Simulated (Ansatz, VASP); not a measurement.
**CoRu3 in VASP and in Ansatz**

Contents of INCAR:

```
PREC = Accurate
ENCUT = 520
EDIFF = 1E-6
ISMEAR = 0
SIGMA = 0.1
LREAL = False
LASPH = True
NELM = 150
ALGO = Fast
ISIF = 2
LWAVE = False
LCHARG = False
ISPIN = 2
MAGMOM = 1.49 0 0 0
LORBIT = 11
LMAXMIX = 4
GGA = PE
NBANDS = 38
```

KPOINTS

```
Automatic mesh
0
Gamma
  18 18 6
```

The input POSCAR:

```
CoRu3
1.0
    2.6932959426      0.0000000000      0.0000000000
   -1.3466479713      2.3324627062      0.0000000000
    0.0000000000      0.0000000000      8.3680908557
Co Ru
1 3
Direct
    0.6666666667      0.3333333333      0.0000000000
    0.3333333333      0.6666666667      0.7550456588
    0.3333333333      0.6666666667      0.2449543412
    0.6666666667      0.3333333333      0.5000000000
```

Input for Ansatz:

```yaml
crystal:
  lattice:
    - [2.6932959426, 0.0, 0.0]
    - [-1.3466479713, 2.3324627062, 0.0]
    - [0.0, 0.0, 8.3680908557]
  atoms:
    - { symbol: Co, position: [0.6666666667, 0.3333333333, 0.0], spin: 1.49 }
    - { symbol: Ru, position: [0.3333333333, 0.6666666667, 0.7550456588] }
    - { symbol: Ru, position: [0.3333333333, 0.6666666667, 0.2449543412] }
    - { symbol: Ru, position: [0.6666666667, 0.3333333333, 0.5] }
basis:
  ecutwfc: 420
kpoints:
  mp_grid: { grid: [18, 18, 6] }
  band_path:
    path:
      - [[0.0, 0.0, 0.0], [0.5, 0.0, 0.0], [0.33333333, 0.33333333, 0.0], [0.0, 0.0, 0.0], [0.0, 0.0, 0.5], [0.5, 0.0, 0.5], [0.33333333, 0.33333333, 0.5], [0.0, 0.0, 0.5]]
      - [[0.5, 0.0, 0.5], [0.5, 0.0, 0.0]]
      - [[0.33333333, 0.33333333, 0.5], [0.33333333, 0.33333333, 0.0]]
    npoints: 14
hamiltonian:
  xc: pbe
scf:
  occupations: { method: gaussian, width: 0.1 }
  n_extra_bands: 10
output:
  forces: true
  stress: true
  eigenvalues: true
  populations: true
  dos: { projected: true, de: 0.02, nscf_kmesh: { grid: [22, 22, 8] } }
  bader: true
  write_density: true
  write_potential: true
  elf: true
  volumetric_format: npy
magnetization:
  spin_polarized: true
checkpoint:
  read: start.run
  write: ck
  compress: false
  write_wavefunctions: false
  write_every: 100000
```

Alike in both runs: task single point; functional PBE; k mesh 18 × 18 × 6; occupations gaussian, width 0.1 eV; collinear spin.

```csv
,VASP,Ansatz
version,VASP 6.6.1,Ansatz 0.2.0
potentials or method,"VASP PAW PBE potentials, release 64 (Co, Ru_pv), cutoff 520 eV","scalar-relativistic, plane waves, PAW"
valence electrons in the cell,51,65
```

Ansatz gave:

| Item | Value |
| --- | --- |
| gap on the k mesh at the Fermi level (eV) | none |
| pressure (GPa) | 0.0 |
| traceless stress, the component that is largest in VASP (GPa) | 0.00 |
| rms of the force components (eV/Å) | 0.000 |
| net moment per atom (μB) | 0.32 |
| size of the moment on the site where the two differ most (μB) | 1.35 |

What did VASP give for the same quantities?

gap on the k mesh at the Fermi level (eV): none; pressure (GPa): -0.1; traceless stress, the component that is largest in VASP (GPa): -0.13; rms of the force components (eV/Å): 0.005; net moment per atom (μB): 0.32; size of the moment on the site where the two differ most (μB): 1.31.

Site moments also hang on the region over which each program counts them. Atom by atom the forces differ by 0.005 eV/Å (rms over components). A gap of «none» marks a metal or a gap that the smearing closes. VASP's potentials hold 51 valence electrons a cell and Ansatz's 65, so a difference there can come from the potentials and not from the codes. Ansatz's warnings: stability check not made.
